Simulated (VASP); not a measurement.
Set up this calculation in VASP 6.6.1, as the native input.

```
Task                   : relaxation of cell and atoms
Functional             : r2SCAN
Potentials or basis    : VASP PAW PBE potentials, release 64 (Hf_pv, C)
Cutoff                 : 600 eV
k mesh                 : 6 × 6 × 4
Occupations            : gaussian, width 0.1 eV
Spin                   : no spin polarisation
Dipole correction      : no
Further INCAR settings : ALGO = Normal; EDIFF = 1e-06; IBRION = 2; EDIFFG = -0.05; NSW = 80; ISIF = 3
```

Crystal: HfC.

```
CELL_PARAMETERS angstrom
3.72342 0.00000 0.00000
-1.86171 3.22457 0.00000
0.00000 0.00000 6.11228
ATOMIC_POSITIONS crystal
Hf 0.33333 0.66667 0.49960
Hf 0.66667 0.33333 0.99960
C 0.33333 0.66667 0.87540
C 0.66667 0.33333 0.37540
```

One way to write it, as run:

POSCAR

```
HfC
1.0
    3.7234168979      0.0000000000      0.0000000000
   -1.8617084490      3.2245736225      0.0000000000
    0.0000000000      0.0000000000      6.1122794607
Hf C
2 2
Direct
    0.3333333333      0.6666666667      0.4996013827
    0.6666666667      0.3333333333      0.9996013827
    0.3333333333      0.6666666667      0.8753986173
    0.6666666667      0.3333333333      0.3753986173
```

INCAR.step1

```
ALGO = Normal
EDIFF = 1E-4
ENCUT = 600
GGA = PE
ISMEAR = 0
LASPH = True
LCHARG = False
LREAL = False
LWAVE = True
NELM = 100
PREC = Accurate
SIGMA = 0.1
```

INCAR.step2

```
ALGO = Normal
EDIFF = 1E-6
EDIFFG = -0.05
ENCUT = 600
IBRION = 2
ISIF = 3
ISMEAR = 0
ISTART = 1
LASPH = True
LCHARG = False
LMIXTAU = True
LREAL = False
LWAVE = False
METAGGA = R2SCAN
NELM = 100
NSW = 80
PREC = Accurate
SIGMA = 0.1
```

KPOINTS

```
k-points
0
Gamma
  6 6 4
```

Potentials or basis: VASP PAW PBE potentials, release 64 (Hf_pv, C).

Run with:

```bash
$ cat potpaw_PBE.64/Hf_pv/POTCAR potpaw_PBE.64/C/POTCAR > POTCAR
$ cp INCAR.step1 INCAR
$ mpirun -np 1 vasp_std > vasp.out
$ cp INCAR.step2 INCAR
$ mpirun -np 1 vasp_std > vasp.out
```

Results of the run:

| Item | Value |
| --- | --- |
| Relaxed volume | 14.72 Å³/atom |
| Relaxed cell | a = 3.828 Å, b = 3.828 Å, c = 4.639 Å, α = 90.00°, β = 90.00°, γ = 120.00° |
| Space group after relaxing (to 0.1 Å) | P6_3mc (No. 186) |
| Energy gained by relaxing | 453.8 meV/atom |
| Ionic steps | 26 |
| Pressure after relaxing | 0.0 GPa |
| Largest force after relaxing | 0.048 eV/Å |
| Band gap on the k mesh | zero (bands 14 and 15 overlap by 0.91 eV) |

Caveat: the volume moved by over 15 % at a fixed basis, so the end points are rough; the PAW data sets were made with another functional, which shifts forces and pressure a little; spin-orbit coupling is left out, which moves the levels of the heavy elements; the relaxation stopped at a loose force limit of 0.05 eV/Å, so its end isn't a converged minimum.

Wall time 43 min on 1 thread of Intel(R) Xeon(R) Platinum 8259CL CPU @ 2.50GHz (Skylake/Cascade Lake) (shared host), peak memory 0.25 GiB.
